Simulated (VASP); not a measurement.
# AlN (P6_3/mmc) in VASP: further runs

AlN is run at these levels: PBEsol; tasks: single point.

Everything below comes from runs of VASP 6.6.1. Logs are shortened: lines on timing, memory, paths and dates and some standing lists are left out, and cuts for length are marked.

**1. The cell of the first run**

It takes space group P6_3/mmc (No. 194, hexagonal). Conventional cell: a = 3.310 Å, b = 3.310 Å, c = 4.218 Å, α = 90.00°, β = 90.00°, γ = 120.00°. Within 2.5 Å of Al (site symmetry -6m2) lie 5 N at 1.91 to 2.11 Å. Within 2.5 Å of N (site symmetry -6m2) lie 5 Al at 1.91 to 2.11 Å.

**2. Single point, PBEsol (volume 10.004 Å^3 an atom, c/a of the conventional cell 1.2743)**

INCAR

```
SYSTEM = AlN
  ALGO = Normal
  EDIFF = 1E-6
  ENCUT = 520
  GGA = PS
  ISIF = 2
  ISMEAR = 0
  LASPH = .TRUE.
  LCHARG = .FALSE.
  LREAL = .FALSE.
  LWAVE = .FALSE.
  NBANDS = 16
  NELM = 60
  PREC = Accurate
  SIGMA = 0.05
```

KPOINTS

```
k-points
0
G
  9 9 6
  0 0 0
```

POSCAR

```
AlN
1.0
    3.3098663162      0.0000000000      0.0000000000
   -1.6549331581      2.8664283129      0.0000000000
    0.0000000000      0.0000000000      4.2177626467
Al N
2 2
Direct
    0.3333333333      0.6666666667      0.7500000000
    0.6666666667      0.3333333333      0.2500000000
    0.3333333333      0.6666666667      0.2500000000
    0.6666666667      0.3333333333      0.7500000000
```

Potentials or basis: VASP PAW PBE potentials, release 64 (Al, N).

The run is started by

```
> cat potpaw_PBE.64/Al/POTCAR potpaw_PBE.64/N/POTCAR > POTCAR
> mpirun -np 1 vasp_std > vasp.out
```

OUTCAR:

```text
SYSTEM = AlN
   EDIFF = 1E-6
   ENCUT = 520
   GGA = PS
   ISIF = 2
   ISMEAR = 0
   LASPH = .TRUE.
   LREAL = .FALSE.
   NELM = 60
   PREC = Accurate

 ion  position               nearest neighbor table
   1  0.333  0.667  0.750-   4 1.91   4 1.91   4 1.91   3 2.11   3 2.11   2 2.85   2 2.85   2 2.85
                             2 2.85   2 2.85   2 2.85
   2  0.667  0.333  0.250-   3 1.91   3 1.91   3 1.91   4 2.11   4 2.11   1 2.85   1 2.85   1 2.85
                             1 2.85   1 2.85   1 2.85
   3  0.333  0.667  0.250-   2 1.91   2 1.91   2 1.91   1 2.11   1 2.11
   4  0.667  0.333  0.750-   1 1.91   1 1.91   1 1.91   2 2.11   2 2.11

  LATTYP: Found a hexagonal cell.
 ALAT       =     3.3098663162
 C/A-ratio  =     1.2743000000

  Lattice vectors:

 A1 = (   3.3098663162,   0.0000000000,   0.0000000000)
 A2 = (  -1.6549331581,   2.8664283129,   0.0000000000)
 A3 = (   0.0000000000,   0.0000000000,   4.2177626467)

Analysis of symmetry for initial positions (statically):
=====================================================================
 Subroutine PRICEL returns:
 Original cell was already a primitive cell.

 Routine SETGRP: Setting up the symmetry group for a
 hexagonal supercell.

 Subroutine GETGRP returns: Found 24 space group operations
 (whereof 12 operations were pure point group operations)
 out of a pool of 24 trial point group operations.

The static configuration has the point symmetry D_3d.
 The point group associated with its full space group is D_6h.

Analysis of symmetry for dynamics (positions and initial velocities):
=====================================================================
 Subroutine PRICEL returns:
 Original cell was already a primitive cell.

 Routine SETGRP: Setting up the symmetry group for a
 hexagonal supercell.

 Subroutine GETGRP returns: Found 24 space group operations
 (whereof 12 operations were pure point group operations)
 out of a pool of 24 trial point group operations.

The dynamic configuration has the point symmetry D_3d.
 The point group associated with its full space group is D_6h.

 Subroutine INISYM returns: Found 24 space group operations
 (whereof 12 operations are pure point group operations),
 and found     1 'primitive' translations

----------------------------------------------------------------------------------------

                                     Primitive cell

  volume of cell :      40.0160

  direct lattice vectors                    reciprocal lattice vectors
     3.309866316  0.000000000  0.000000000     0.302127006  0.174433108  0.000000000
    -1.654933158  2.866428313  0.000000000     0.000000000  0.348866216  0.000000000
     0.000000000  0.000000000  4.217762647     0.000000000  0.000000000  0.237092526

  length of vectors
     3.309866316  3.309866316  4.217762647     0.348866216  0.348866216  0.237092526

  position of ions in fractional coordinates (direct lattice)
     0.333333333  0.666666667  0.750000000
     0.666666667  0.333333333  0.250000000
     0.333333333  0.666666667  0.250000000
     0.666666667  0.333333333  0.750000000

  ion indices of the primitive-cell ions
   primitive index   ion index
                 1           1
                 2           2
                 3           3
                 4           4

----------------------------------------------------------------------------------------

 KPOINTS: k-points

Automatic generation of k-mesh.
 Grid dimensions read from file:
 generate k-points for:    9    9    6

 Generating k-lattice:

  Cartesian coordinates                     Fractional coordinates (reciprocal lattice)
     0.033569667  0.019381456  0.000000000     0.111111111  0.000000000  0.000000000
     0.000000000  0.038762913  0.000000000     0.000000000  0.111111111  0.000000000
     0.000000000  0.000000000  0.039515421     0.000000000  0.000000000  0.166666667

  Length of vectors
     0.038762913  0.038762913  0.039515421

  Shift w.r.t. Gamma in fractional coordinates (k-lattice)
     0.000000000  0.000000000  0.000000000

 Subroutine IBZKPT returns following result:
 ===========================================

 Found     48 irreducible k-points:

 Following reciprocal coordinates:
            Coordinates               Weight
  0.000000  0.000000  0.000000      1.000000
  0.111111  0.000000  0.000000      6.000000
  0.222222  0.000000  0.000000      6.000000
  0.333333  0.000000  0.000000      6.000000
  0.444444  0.000000  0.000000      6.000000
  0.111111  0.111111  0.000000      6.000000
[... 16 lines left out ...]
  0.333333  0.222222  0.166667     24.000000
  0.333333  0.333333  0.166667      4.000000
 [... further k-points ...]
   k-points           NKPTS =     48   k-points in BZ     NKDIM =     48   number of bands    NBANDS=     16
   number of dos      NEDOS =    301   number of ions     NIONS =      4
   total plane-waves  NPLWV =  25088
   dimension x,y,z NGX =    28 NGY =   28 NGZ =   32
   dimension x,y,z NGXF=    56 NGYF=   56 NGZF=   64
   ions per type =               2   2
   NGX,Y,Z   is equivalent  to a cutoff of  14.06, 14.06, 12.61 a.u.
   NGXF,Y,Z  is equivalent  to a cutoff of  28.13, 28.13, 25.23 a.u.
 SYSTEM =  AlN
   PREC   = accura    normal or accurate (medium, high low for compatibility)
   ISTART =      0    job   : 0-new  1-cont  2-samecut
   ICHARG =      2    charge: 1-file 2-atom 10-const
   ISPIN  =      1    spin polarized calculation?
   LNONCOLLINEAR =      F non collinear calculations
   LSORBIT =      F    spin-orbit coupling
   LASPH  =      T    aspherical Exc in radial PAW
   ENCUT  =  520.0 eV  38.22 Ry    6.18 a.u.   6.15  6.15  7.84*2*pi/ulx,y,z
   NELM   =     60;   NELMIN=  2; NELMDL= -5     # of ELM steps
   EDIFF  = 0.1E-05   stopping-criterion for ELM
   LREAL  =      F    real-space projection
   EDIFFG = 0.1E-04   stopping-criterion for IOM
   NSW    =      0    number of steps for IOM
   IBRION =     -1    ionic relax: 0-MD 1-quasi-New 2-CG
   NFREE  =      0    steps in history (QN), initial steepest desc. (CG)
   ISIF   =      2    stress and relaxation
   ISYM   =      2    0-nonsym 1-usesym 2-fastsym
   POTIM  = 0.5000    time-step for ionic-motion
   TEBEG  =    0.0;   TEEND  =   0.0 temperature during run
   PSTRESS=    0.0 pullay stress
   NELECT =      16.0000    total number of electrons
   NUPDOWN=      -1.0000    fix difference up-down
   EMIN   =  10.00;   EMAX   =-10.00  energy-range for DOS
   EFERMI =   0.00;   METHOD = LEGACY
   ISMEAR =     0;   SIGMA  =   0.05  broadening in eV -4-tet -1-fermi 0-gaus
   EFERMI_NEDOS =   21; number of points for ismear=-14 and -15
   IALGO  =     38    algorithm
   IMIX   =      4    mixing-type and parameters
     AMIX     =   0.40;   BMIX     =  1.00
     AMIX_MAG =   1.60;   BMIX_MAG =  1.00
  volume/ion in A,a.u.               =      10.00        67.51
  Fermi-wavevector in a.u.,A,eV,Ry     =   1.206064  2.279130 19.790896  1.454590
  Thomas-Fermi vector in A             =   2.341742
   LORBIT       =      0    0 simple, 1 ext, 2 COOP (PROOUT), +10 PAW based schemes
   GGA     = PS    functional components
   LHFCALC =     F    Hartree Fock is set to
   AEXX    =    0.0000 exact exchange contribution
   IVDW    =     0    specifies the selected vdW correction
   LEPSILON=     F    determine dielectric tensor
   LRPA    =     F    only Hartree local field effects (RPA)
 non-spin polarized calculation
 Gauss-broadening in eV      SIGMA  =   0.05
  energy-cutoff  :      520.00
  volume of cell :       40.02
 maximum number of plane-waves:      1098
 NGX is ok and might be reduce to    28
   NGX = 13   NGY = 13   NGZ = 15

 number of electron      15.9999999 magnetization

 Free energy of the ion-electron system (eV)
  ---------------------------------------------------
  ext. energy  EPLUGINS =         0.00000000
  ---------------------------------------------------
  free energy    TOTEN  =       -30.93017326 eV

  energy without entropy =      -30.93017326  energy(sigma->0) =      -30.93017326

 E-fermi :   8.1150     XC(G=0): -11.3280

 val. band max:        7.8256364419   @ k =   0.0000   0.0000   0.0000
 cond. band min:      10.9490524901   @ k =   0.0000   0.0000   0.0000
 fundamental gap:      3.1234160482
 Fermi energy:         8.1150065244

 k-point     1 :       0.0000    0.0000    0.0000
  band No.  band energies     occupation
      1      -8.9210      2.00000
      2      -5.3191      2.00000
      3       0.8955      2.00000
      4       4.5535      2.00000
      5       4.5535      2.00000
      6       6.1756      2.00000
[... 8 lines left out ...]
     15      19.3689      0.00000
     16      19.6365      0.00000

 k-point     2 :       0.1111    0.0000    0.0000
  band No.  band energies     occupation
      1      -8.7796      2.00000
      2      -5.3110      2.00000
      3       1.0486      2.00000
      4       4.0387      2.00000
      5       4.3533      2.00000
      6       5.6702      2.00000
[... 8 lines left out ...]
     15      19.0454      0.00000
     16      19.2469      0.00000

 k-point     3 :       0.2222    0.0000    0.0000
  band No.  band energies     occupation
      1      -8.3741      2.00000
      2      -5.3329      2.00000
      3       1.4950      2.00000
      4       2.9314      2.00000
      5       3.9451      2.00000
      6       4.7510      2.00000
[... 8 lines left out ...]
     15      18.0718      0.00000
     16      19.9857      0.00000

 k-point     4 :       0.3333    0.0000    0.0000
  band No.  band energies     occupation
      1      -7.7731      2.00000
      2      -5.4968      2.00000
      3       1.9146      2.00000
      4       2.1824      2.00000
      5       3.5750      2.00000
      6       3.9490      2.00000
[... 8 lines left out ...]
     15      19.0760      0.00000
     16      20.4028      0.00000

 k-point     5 :       0.4444    0.0000    0.0000
  band No.  band energies     occupation
      1      -7.1715      2.00000
      2      -5.8219      2.00000
      3       1.3617      2.00000
      4       2.9140      2.00000
      5       3.3660      2.00000
      6       3.4821      2.00000
[... 8 lines left out ...]
     15      20.6282      0.00000
     16      20.7052      0.00000

 k-point     6 :       0.1111    0.1111    0.0000
  band No.  band energies     occupation
      1      -8.5058      2.00000
      2      -5.3174      2.00000
      3       1.3488      2.00000
      4       3.4607      2.00000
      5       3.6919      2.00000
      6       5.2324      2.00000
[... 8 lines left out ...]
     15      18.6856      0.00000
     16      19.7877      0.00000
[... 267 lines left out ...]
 k-point    21 :       0.4444    0.1111    0.1667
  band No.  band energies     occupation
      1      -6.8672      2.00000
      2      -5.9588      2.00000
      3       0.9345      2.00000
      4       2.4879      2.00000
      5       2.8836      2.00000
      6       4.2091      2.00000
[... 8 lines left out ...]
     15      19.7165      0.00000
     16      20.9812      0.00000

 k-point    22 :       0.2222    0.2222    0.1667
  band No.  band energies     occupation
      1      -7.3171      2.00000
      2      -5.7181      2.00000
      3       1.5497      2.00000
      4       1.8965      2.00000
      5       3.5455      2.00000
      6       4.0224      2.00000
[... 8 lines left out ...]
     15      19.4983      0.00000
     16      20.8038      0.00000

 k-point    23 :       0.3333    0.2222    0.1667
  band No.  band energies     occupation
      1      -6.7682      2.00000
      2      -5.9780      2.00000
      3       1.2451      2.00000
      4       2.0192      2.00000
      5       2.7571      2.00000
      6       4.5464      2.00000
[... 8 lines left out ...]
     15      19.2780      0.00000
     16      20.9168      0.00000

 k-point    24 :       0.3333    0.3333    0.1667
  band No.  band energies     occupation
      1      -6.3188      2.00000
      2      -6.3188      2.00000
      3       1.2596      2.00000
      4       2.2280      2.00000
      5       2.2280      2.00000
      6       4.7141      2.00000
[... 8 lines left out ...]
     15      18.8381      0.00000
     16      20.6466      0.00000

 [... further k-points ...]
[... 5 lines left out ...]
  --------------------------------------------------------------------------------------
  -------------------------------------------------------------------------------------
  Total       -0.9431332     -0.9431332     -1.4426788      0.0000000      0.0000000      0.0000000
  in kB      -37.7615624    -37.7615624    -57.7625759      0.0000000      0.0000000      0.0000000
  external PRESSURE =     -44.4285669 kB  Pullay stress =       0.0000000 kB

 VOLUME and BASIS-vectors are now :
 -----------------------------------------------------------------------------
  energy-cutoff  :      520.00
  volume of cell :       40.02
      direct lattice vectors                 reciprocal lattice vectors
     3.309866316  0.000000000  0.000000000     0.302127006  0.174433108  0.000000000
    -1.654933158  2.866428313  0.000000000     0.000000000  0.348866216  0.000000000
     0.000000000  0.000000000  4.217762647     0.000000000  0.000000000  0.237092526

 POSITION                                       TOTAL-FORCE (eV/Angst)
 -----------------------------------------------------------------------------------
     -0.00000      1.91095      3.16332         0.000000     -0.000000     -0.000000
      1.65493      0.95548      1.05444        -0.000000      0.000000     -0.000000
     -0.00000      1.91095      1.05444        -0.000000     -0.000000      0.000000
      1.65493      0.95548      3.16332         0.000000     -0.000000      0.000000
 -----------------------------------------------------------------------------------
    total drift:                               -0.000000      0.000000      0.000000

  FREE ENERGIE OF THE ION-ELECTRON SYSTEM (eV)
  ---------------------------------------------------
  free  energy   TOTEN  =       -30.9301732591 eV

  energy  without entropy=      -30.9301732591  energy(sigma->0) =      -30.93017326
```

Run time: 27 s. Hardware: 1 thread of Intel Xeon 6975P-C, shared host; peak memory 0.17 GiB.

Results:

```
Free energy            : -30.9302 eV
Pressure               : -4.4 GPa
Band gap on the k mesh : 3.12 eV, direct
```

Caveat: the PAW data sets were made with another functional, which shifts forces and pressure a little.

**3. Single point, PBEsol (volume 10.004 Å^3 an atom, c/a of the conventional cell 1.3158)**

INCAR

```
ALGO = Normal ; EDIFF = 1E-6
ENCUT = 520 ; GGA = PS
ISIF = 2 ; ISMEAR = 0
LASPH = T ; LCHARG = F
LREAL = F ; LWAVE = F
NBANDS = 16 ; NELM = 100
PREC = Accurate ; SIGMA = 0.05
```

KPOINTS

```
k-points
0
Gamma
  9 9 6
```

POSCAR

```
AlN
1.0
    3.2746964843      0.0000000000      0.0000000000
   -1.6373482422      2.8359703450      0.0000000000
    0.0000000000      0.0000000000      4.3088456340
Al N
2 2
Direct
    0.3333333333      0.6666666667      0.7500000000
    0.6666666667      0.3333333333      0.2500000000
    0.3333333333      0.6666666667      0.2500000000
    0.6666666667      0.3333333333      0.7500000000
```

Potentials or basis: VASP PAW PBE potentials, release 64 (Al, N).

The run is started by

```
> cat potpaw_PBE.64/Al/POTCAR potpaw_PBE.64/N/POTCAR > POTCAR
> mpirun -np 1 vasp_std > vasp.out
```

OUTCAR:

```text
EDIFF = 1E-6
   ENCUT = 520
   GGA = PS
   ISIF = 2
   ISMEAR = 0
   LASPH = T
   LREAL = F
   NELM = 100
   PREC = Accurate

 ion  position               nearest neighbor table
   1  0.333  0.667  0.750-   4 1.89   4 1.89   4 1.89   3 2.15   3 2.15   2 2.87   2 2.87   2 2.87
                             2 2.87   2 2.87   2 2.87
   2  0.667  0.333  0.250-   3 1.89   3 1.89   3 1.89   4 2.15   4 2.15   1 2.87   1 2.87   1 2.87
                             1 2.87   1 2.87   1 2.87
[... 644 lines left out ...]
      6       4.5087      2.00000
[... 8 lines left out ...]
     15      18.7752      0.00000
     16      20.6228      0.00000

 [... further k-points ...]
[... 5 lines left out ...]
  --------------------------------------------------------------------------------------
  -------------------------------------------------------------------------------------
  Total       -0.1406209     -0.1406209     -1.9872092      0.0000000      0.0000000      0.0000000
  in kB       -5.6302368     -5.6302368    -79.5647142      0.0000000      0.0000000      0.0000000
  external PRESSURE =     -30.2750626 kB  Pullay stress =       0.0000000 kB

 VOLUME and BASIS-vectors are now :
 -----------------------------------------------------------------------------
  energy-cutoff  :      520.00
  volume of cell :       40.02
      direct lattice vectors                 reciprocal lattice vectors
     3.274696484  0.000000000  0.000000000     0.305371812  0.176306498  0.000000000
    -1.637348242  2.835970345  0.000000000     0.000000000  0.352612996  0.000000000
     0.000000000  0.000000000  4.308845634     0.000000000  0.000000000  0.232080721

 POSITION                                       TOTAL-FORCE (eV/Angst)
 -----------------------------------------------------------------------------------
     -0.00000      1.89065      3.23163         0.000000     -0.000000      0.000000
      1.63735      0.94532      1.07721         0.000000      0.000000      0.000000
     -0.00000      1.89065      1.07721        -0.000000      0.000000      0.000000
      1.63735      0.94532      3.23163        -0.000000     -0.000000      0.000000
 -----------------------------------------------------------------------------------
    total drift:                               -0.000000      0.000000      0.000000

  FREE ENERGIE OF THE ION-ELECTRON SYSTEM (eV)
  ---------------------------------------------------
  free  energy   TOTEN  =       -30.9050544698 eV

  energy  without entropy=      -30.9050544698  energy(sigma->0) =      -30.90505447
```

stdout:

```text
POSCAR found type information on POSCAR AlN
 POSCAR found :  2 types and       4 ions
 scaLAPACK will be used
 -----------------------------------------------------------------------------
|                                                                             |
|                                                                             |
|     You enforced a specific xc type in the INCAR file but a different       |
|     I HOPE YOU KNOW WHAT YOU ARE DOING!                                     |
|                                                                             |
 -----------------------------------------------------------------------------

 LDA part: xc-table for (Slater+PW92), standard interpolation
 POSCAR, INCAR and KPOINTS ok, starting setup
 FFT: planning ... GRIDC
 FFT: planning ... GRID_SOFT
 FFT: planning ... GRID
 WAVECAR not read
 entering main loop
```

Run time: 17 s. Hardware: 1 thread of Intel Xeon 6975P-C, shared host; peak memory 0.16 GiB.

What came out:

```
Free energy            : -30.9051 eV
Pressure               : -3.0 GPa
Band gap on the k mesh : 3.05 eV, direct
```

Caveat: the PAW data sets were made with another functional, which shifts forces and pressure a little.
